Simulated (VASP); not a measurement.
# Nb16N (a cell with a defect) in VASP: single point with PBE

Aim: the single point of Nb16N (a cell with a defect) with PBE.

Program: VASP 6.6.1. These are calculated values, not measurements. Logs are shortened: lines on timing, memory, paths and dates and some standing lists are left out, and cuts for length are marked.

**1. The cell of the first run**

The cell holds a defect, 17 atoms: a = 6.617 Å, b = 6.617 Å, c = 6.617 Å, α = 90.00°, β = 90.00°, γ = 90.00°.

**2. Single point, PBE**

File INCAR:

```
SYSTEM = Nb16N
PREC = Accurate
ENCUT = 520
EDIFF = 1E-6
ISMEAR = 1
SIGMA = 0.1
LREAL = Auto
LASPH = .True.
NELM = 100
ALGO = Normal
ISIF = 2
LWAVE = .False.
LCHARG = .True.
GGA = PE
LELF = .True.
LVHAR = .True.
NBANDS = 120
```

File KPOINTS:

```
Automatic mesh
0
Gamma
  3 3 3
  0 0 0
```

File POSCAR:

```
Nb16N
1.0
    6.6171497900      0.0000000000      0.0000000000
    0.0000000000      6.6171497900      0.0000000000
    0.0000000000      0.0000000000      6.6171497900
Nb N
16 1
Direct
    0.0074678627     -0.0074561561     -0.0002151853
    0.2500373601      0.2498236797      0.2484460363
   -0.0050152905      0.0050105038      0.4997863945
    0.2500920908      0.2498618557      0.7511820696
    0.0073793732      0.5073320529     -0.0001535818
    0.2500208247      0.7498294837      0.2533538842
   -0.0051381794      0.4945639483      0.4998559517
    0.2501193591      0.7498633270      0.7462554875
    0.4926852607     -0.0074568693     -0.0002144222
    0.7500288756      0.2497444419      0.2062505018
    0.5052569343      0.0050292216      0.4997868749
    0.7500843350      0.2500588085      0.7934089732
    0.4926442788      0.5073251038     -0.0001658013
    0.7500127907      0.7497609346      0.2485219126
    0.5051542151      0.4946084352      0.4998460591
    0.7501076726      0.7499725365      0.7510829752
    0.7500987765      0.2496770002      0.4998312942
```

Potentials or basis: VASP PAW PBE potentials, release 64 (Nb_sv, N).

Launch:

```sh
cat potpaw_PBE.64/Nb_sv/POTCAR potpaw_PBE.64/N/POTCAR > POTCAR
mpirun -np 1 vasp_std > vasp.out
```

OUTCAR:

```text
SYSTEM = Nb16N
   PREC = Accurate
   ENCUT = 520
   EDIFF = 1E-6
   ISMEAR = 1
   LREAL = Auto
   LASPH = .True.
   NELM = 100
   ISIF = 2
   GGA = PE

 ion  position               nearest neighbor table
   1  0.007  0.993  1.000-  10 2.77  12 2.77   6 2.82   8 2.82   2 2.86   4 2.86  16 2.86  14 2.86

   2  0.250  0.250  0.248-   1 2.86   9 2.86  13 2.86   5 2.86   3 2.87  15 2.87   7 2.87  11 2.87

   3  0.995  0.005  0.500-  17 2.29   2 2.87  16 2.87   4 2.87  14 2.87   6 2.89   8 2.89  10 3.00
                            12 3.01
   4  0.250  0.250  0.751-   9 2.86   1 2.86  13 2.86   5 2.86  15 2.87   7 2.87   3 2.87  11 2.87

   5  0.007  0.507  1.000-  12 2.77  10 2.77   6 2.82   8 2.82  14 2.86  16 2.86   2 2.86   4 2.86

   6  0.250  0.750  0.253-   5 2.82  13 2.82   1 2.82   9 2.82   3 2.89  15 2.89  11 2.89   7 2.89

   7  0.995  0.495  0.500-  17 2.29   4 2.87   2 2.87  14 2.87  16 2.87   6 2.89   8 2.89  12 3.00
                            10 3.00
   8  0.250  0.750  0.746-  13 2.82   9 2.82   1 2.82   5 2.82  15 2.89   3 2.89  11 2.89   7 2.89

   9  0.493  0.993  1.000-  10 2.77  12 2.77   8 2.82   6 2.82   4 2.86   2 2.86  16 2.86  14 2.86

  10  0.750  0.250  0.206-  17 1.94  12 2.73   9 2.77   1 2.77   5 2.77  13 2.77  11 3.00   3 3.00
                             7 3.00  15 3.00
  11  0.505  0.005  0.500-  17 2.29  16 2.87  14 2.87   2 2.87   4 2.87   8 2.89   6 2.89  10 3.00
                            12 3.00
  12  0.750  0.250  0.793-  17 1.94  10 2.73   5 2.77  13 2.77   1 2.77   9 2.77   7 3.00  15 3.00
                            11 3.00   3 3.01
  13  0.493  0.507  1.000-  12 2.77  10 2.77   8 2.82   6 2.82  14 2.86   4 2.86   2 2.86  16 2.86

  14  0.750  0.750  0.249-   5 2.86  13 2.86   9 2.86   1 2.86  11 2.87  15 2.87   7 2.87   3 2.87

  15  0.505  0.495  0.500-  17 2.29   4 2.87   2 2.87  14 2.87  16 2.87   8 2.89   6 2.89  12 3.00
                            10 3.00
  16  0.750  0.750  0.751-   1 2.86   5 2.86   9 2.86  13 2.86  11 2.87   3 2.87   7 2.87  15 2.87

  17  0.750  0.250  0.500-  12 1.94  10 1.94  11 2.29   3 2.29   7 2.29  15 2.29

  LATTYP: Found a simple cubic cell.
 ALAT       =     6.6171497900

  Lattice vectors:

 A1 = (   6.6171497900,   0.0000000000,   0.0000000000)
 A2 = (   0.0000000000,   6.6171497900,   0.0000000000)
 A3 = (   0.0000000000,   0.0000000000,   6.6171497900)

Analysis of symmetry for initial positions (statically):
=====================================================================
 Subroutine PRICEL returns:
 Original cell was already a primitive cell.

 Routine SETGRP: Setting up the symmetry group for a
 simple cubic supercell.

 Subroutine GETGRP returns: Found  1 space group operations
 (whereof  1 operations were pure point group operations)
 out of a pool of 48 trial point group operations.

The static configuration has the point symmetry C_1 .

Analysis of symmetry for dynamics (positions and initial velocities):
=====================================================================
 Subroutine PRICEL returns:
 Original cell was already a primitive cell.

 Routine SETGRP: Setting up the symmetry group for a
 simple cubic supercell.

 Subroutine GETGRP returns: Found  1 space group operations
 (whereof  1 operations were pure point group operations)
 out of a pool of 48 trial point group operations.

The dynamic configuration has the point symmetry C_1 .

 Subroutine INISYM returns: Found  1 space group operations
 (whereof  1 operations are pure point group operations),
 and found     1 'primitive' translations

----------------------------------------------------------------------------------------

                                     Primitive cell

  volume of cell :     289.7430

  direct lattice vectors                    reciprocal lattice vectors
     6.617149790  0.000000000  0.000000000     0.151122467  0.000000000  0.000000000
     0.000000000  6.617149790  0.000000000     0.000000000  0.151122467  0.000000000
     0.000000000  0.000000000  6.617149790     0.000000000  0.000000000  0.151122467

  length of vectors
     6.617149790  6.617149790  6.617149790     0.151122467  0.151122467  0.151122467

  position of ions in fractional coordinates (direct lattice)
     0.007467863  0.992543844  0.999784815
     0.250037360  0.249823680  0.248446036
     0.994984710  0.005010504  0.499786394
     0.250092091  0.249861856  0.751182070
     0.007379373  0.507332053  0.999846418
     0.250020825  0.749829484  0.253353884
[... 9 lines left out ...]
     0.750107673  0.749972537  0.751082975
     0.750098777  0.249677000  0.499831294

  ion indices of the primitive-cell ions
   primitive index   ion index
                 1           1
                 2           2
                 3           3
                 4           4
                 5           5
                 6           6
[... 9 lines left out ...]
                16          16
                17          17

----------------------------------------------------------------------------------------

 KPOINTS: Automatic mesh

Automatic generation of k-mesh.
 Grid dimensions read from file:
 generate k-points for:    3    3    3

 Generating k-lattice:

  Cartesian coordinates                     Fractional coordinates (reciprocal lattice)
     0.050374156  0.000000000  0.000000000     0.333333333  0.000000000  0.000000000
     0.000000000  0.050374156  0.000000000     0.000000000  0.333333333  0.000000000
     0.000000000  0.000000000  0.050374156     0.000000000  0.000000000  0.333333333

  Length of vectors
     0.050374156  0.050374156  0.050374156

  Shift w.r.t. Gamma in fractional coordinates (k-lattice)
     0.000000000  0.000000000  0.000000000

 Subroutine IBZKPT returns following result:
 ===========================================

 Found     14 irreducible k-points:

 Following reciprocal coordinates:
            Coordinates               Weight
  0.000000  0.000000  0.000000      1.000000
  0.333333  0.000000  0.000000      2.000000
  0.000000  0.333333  0.000000      2.000000
  0.000000  0.000000  0.333333      2.000000
  0.333333  0.333333  0.000000      2.000000
  0.000000  0.333333  0.333333      2.000000
  0.333333  0.000000  0.333333      2.000000
 -0.333333  0.333333  0.000000      2.000000
 -0.333333  0.000000  0.333333      2.000000
  0.000000 -0.333333  0.333333      2.000000
  0.333333  0.333333  0.333333      2.000000
 -0.333333  0.333333  0.333333      2.000000
 -0.333333 -0.333333  0.333333      2.000000
  0.333333 -0.333333  0.333333      2.000000
   k-points           NKPTS =     14   k-points in BZ     NKDIM =     14   number of bands    NBANDS=    120
   number of dos      NEDOS =    301   number of ions     NIONS =     17
   total plane-waves  NPLWV = 125000
   dimension x,y,z NGX =    50 NGY =   50 NGZ =   50
   dimension x,y,z NGXF=   100 NGYF=  100 NGZF=  100
   ions per type =              16   1
   NGX,Y,Z   is equivalent  to a cutoff of  12.56, 12.56, 12.56 a.u.
   NGXF,Y,Z  is equivalent  to a cutoff of  25.12, 25.12, 25.12 a.u.
 SYSTEM =  Nb16N
   PREC   = accura    normal or accurate (medium, high low for compatibility)
   ISTART =      0    job   : 0-new  1-cont  2-samecut
   ICHARG =      2    charge: 1-file 2-atom 10-const
   ISPIN  =      1    spin polarized calculation?
   LNONCOLLINEAR =      F non collinear calculations
   LSORBIT =      F    spin-orbit coupling
   LASPH  =      T    aspherical Exc in radial PAW
   ENCUT  =  520.0 eV  38.22 Ry    6.18 a.u.  12.30 12.30 12.30*2*pi/ulx,y,z
   NELM   =    100;   NELMIN=  2; NELMDL= -5     # of ELM steps
   EDIFF  = 0.1E-05   stopping-criterion for ELM
   LREAL  =      T    real-space projection
   EDIFFG = 0.1E-04   stopping-criterion for IOM
   NSW    =      0    number of steps for IOM
   IBRION =     -1    ionic relax: 0-MD 1-quasi-New 2-CG
   NFREE  =      0    steps in history (QN), initial steepest desc. (CG)
   ISIF   =      2    stress and relaxation
   ISYM   =      2    0-nonsym 1-usesym 2-fastsym
   POTIM  = 0.5000    time-step for ionic-motion
   TEBEG  =    0.0;   TEEND  =   0.0 temperature during run
   PSTRESS=    0.0 pullay stress
   NELECT =     213.0000    total number of electrons
   NUPDOWN=      -1.0000    fix difference up-down
   EMIN   =  10.00;   EMAX   =-10.00  energy-range for DOS
   EFERMI =   0.00;   METHOD = LEGACY
   ISMEAR =     1;   SIGMA  =   0.10  broadening in eV -4-tet -1-fermi 0-gaus
   EFERMI_NEDOS =   21; number of points for ismear=-14 and -15
   IALGO  =     38    algorithm
   IMIX   =      4    mixing-type and parameters
     AMIX     =   0.40;   BMIX     =  1.00
     AMIX_MAG =   1.60;   BMIX_MAG =  1.00
  volume/ion in A,a.u.               =      17.04       115.02
  Fermi-wavevector in a.u.,A,eV,Ry     =   1.477510  2.792089 29.702001  2.183036
  Thomas-Fermi vector in A             =   2.591905
   LORBIT       =      0    0 simple, 1 ext, 2 COOP (PROOUT), +10 PAW based schemes
   GGA     = PE    functional components
   LHFCALC =     F    Hartree Fock is set to
   AEXX    =    0.0000 exact exchange contribution
   IVDW    =     0    specifies the selected vdW correction
   LEPSILON=     F    determine dielectric tensor
   LRPA    =     F    only Hartree local field effects (RPA)
 non-spin polarized calculation
 Methfessel and Paxton  Order N= 1 SIGMA  =   0.10
  energy-cutoff  :      520.00
  volume of cell :      289.74
 maximum number of plane-waves:      7814
 NGX is ok and might be reduce to    50
   NGX = 25   NGY = 25   NGZ = 25

 number of electron     213.0000009 magnetization

 Free energy of the ion-electron system (eV)
  ---------------------------------------------------
  ext. energy  EPLUGINS =         0.00000000
  ---------------------------------------------------
  free energy    TOTEN  =      -173.69807057 eV

  energy without entropy =     -173.71647700  energy(sigma->0) =     -173.70420604

 E-fermi :  11.4162     XC(G=0): -12.5864

 val. band max:       11.3798824198   @ k =   0.0000   0.3333   0.0000
 cond. band min:      11.4496880545   @ k =  -0.3333   0.0000   0.3333
 fundamental gap:      0.0698056347
 Fermi energy:        11.4162412407

 k-point     1 :       0.0000    0.0000    0.0000
  band No.  band energies     occupation
      1     -43.1100      2.00000
      2     -43.0172      2.00000
      3     -43.0170      2.00000
      4     -42.9967      2.00000
      5     -42.9198      2.00000
      6     -42.8128      2.00000
[... 110 lines left out ...]
    117      13.4052     -0.00000
    118      13.4059     -0.00000

 k-point     2 :       0.3333    0.0000    0.0000
  band No.  band energies     occupation
      1     -43.0888      2.00000
      2     -43.0416      2.00000
      3     -43.0126      2.00000
      4     -43.0012      2.00000
      5     -42.9178      2.00000
      6     -42.8111      2.00000
[... 1446 lines left out ...]
      1     -43.0628      2.00000
      2     -43.0323      2.00000
      3     -43.0274      2.00000
      4     -43.0102      2.00000
      5     -42.9326      2.00000
      6     -42.8161      2.00000
[... 110 lines left out ...]
    117      13.5719      0.00000
    118      13.6247      0.00000
 [bands above 118 left out]

------------------------ aborting loop because EDIFF is reached ----------------------------------------

  FORCE on cell =-STRESS in cart. coord.  units (eV):
  Direction    XX          YY          ZZ          XY          YZ          ZX
  --------------------------------------------------------------------------------------
  -------------------------------------------------------------------------------------
  Total        2.6064219      2.6177445     18.6005927      0.0035788     -0.0008990      0.0001213
  in kB       14.4126024     14.4752123    102.8547773      0.0197896     -0.0049709      0.0006706
  external PRESSURE =      43.9141974 kB  Pullay stress =       0.0000000 kB

 VOLUME and BASIS-vectors are now :
 -----------------------------------------------------------------------------
  energy-cutoff  :      520.00
  volume of cell :      289.74
      direct lattice vectors                 reciprocal lattice vectors
     6.617149790  0.000000000  0.000000000     0.151122467  0.000000000  0.000000000
     0.000000000  6.617149790  0.000000000     0.000000000  0.151122467  0.000000000
     0.000000000  0.000000000  6.617149790     0.000000000  0.000000000  0.151122467

 POSITION                                       TOTAL-FORCE (eV/Angst)
 -----------------------------------------------------------------------------------
      0.04942      6.56781      6.61573         0.012181     -0.015737     -0.001071
      1.65453      1.65312      1.64400         0.000279      0.000079     -0.001523
      6.58396      0.03316      3.30716        -0.012707      0.005946      0.002308
      1.65490      1.65337      4.97068        -0.001677      0.003350      0.003793
      0.04883      3.35709      6.61613         0.016935      0.010565      0.000695
      1.65443      4.96173      1.67648         0.001515     -0.000672      0.005367
[... 9 lines left out ...]
      4.96357      4.96268      4.97003        -0.001970     -0.006130      0.010693
      4.96352      1.65215      3.30746        -0.001002      0.004101     -0.001410
 -----------------------------------------------------------------------------------
    total drift:                                0.001443     -0.002716     -0.001096

  FREE ENERGIE OF THE ION-ELECTRON SYSTEM (eV)
  ---------------------------------------------------
  free  energy   TOTEN  =      -173.6980705679 eV

  energy  without entropy=     -173.7164769981  energy(sigma->0) =     -173.70420604
```

It took 15 min on 1 thread of AMD EPYC 9R45 (Zen 5), shared host; peak memory 0.49 GiB.

Results:

- Free energy: -173.6981 eV
- Pressure: 4.4 GPa
- Largest force: 0.033 eV/Å

Forces on the atoms (eV/Å):
```
Nb   0.012 -0.016 -0.001
Nb   0.000  0.000 -0.002
Nb  -0.013  0.006  0.002
Nb  -0.002  0.003  0.004
Nb   0.017  0.011  0.001
Nb   0.002 -0.001  0.005
Nb  -0.007 -0.002 -0.002
Nb  -0.004  0.002 -0.006
Nb  -0.013 -0.016 -0.001
Nb   0.000  0.009  0.028
Nb   0.008  0.005  0.002
Nb  -0.002 -0.011 -0.031
Nb  -0.012  0.010  0.001
Nb   0.002  0.007 -0.007
Nb   0.013 -0.006 -0.002
Nb  -0.002 -0.006  0.011
N   -0.001  0.004 -0.001
```
